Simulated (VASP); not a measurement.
Set up this calculation in VASP 6.6.1, as the native input.

| Quantity | Value |
| --- | --- |
| Task | single point |
| Functional | PBE |
| Potentials or basis | VASP PAW PBE potentials, release 64 (Ca_sv) |
| Cutoff | 500 eV |
| k mesh | 11 × 11 × 11 |
| Occupations | fermi-dirac, width 0.1 eV |
| Spin | no spin polarisation |
| Dipole correction | no |
| Further INCAR settings | ALGO = Normal; EDIFF = 1e-06; NBANDS = 11 |

The structure of Ca lies in POSCAR:

```
Ca
1.0
    2.6662875306      0.0000000000      0.0000000000
    0.0000000000      2.6662875306      0.0000000000
    0.0000000000      0.0000000000      2.6662875306
Ca
1
Direct
    0.0000000000      0.0000000000      0.0000000000
```

This isn't the form of Ca at room conditions, which is fcc.

One way to write it, as run:

INCAR

```
SYSTEM = Ca
ALGO = Normal
EDIFF = 1E-6
ENCUT = 500
GGA = PE
GGA_COMPAT = .False.
ISIF = 2
ISMEAR = -1
LASPH = .True.
LCHARG = .True.
LELF = .True.
LREAL = .False.
LVHAR = .True.
LWAVE = .False.
NBANDS = 11
NELM = 120
PREC = Accurate
SIGMA = 0.1
```

KPOINTS

```
k-points
0
Gamma
  11 11 11
  0 0 0
```

Potentials or basis: VASP PAW PBE potentials, release 64 (Ca_sv).

Command:

```console
$ cat potpaw_PBE.64/Ca_sv/POTCAR > POTCAR
$ mpirun -np 1 vasp_std > vasp.out
```

Results of the run:

| Item | Value |
| --- | --- |
| Pressure | 36.8 GPa |
| Band gap on the k mesh | zero (bands 5 and 6 overlap by 0.23 eV) |

Caveat: the cell stands under pressure.

Run time: 7.5 s on 1 thread of AMD EPYC 7R13 Processor (Zen 3) (shared host), peak memory 0.1 GiB.
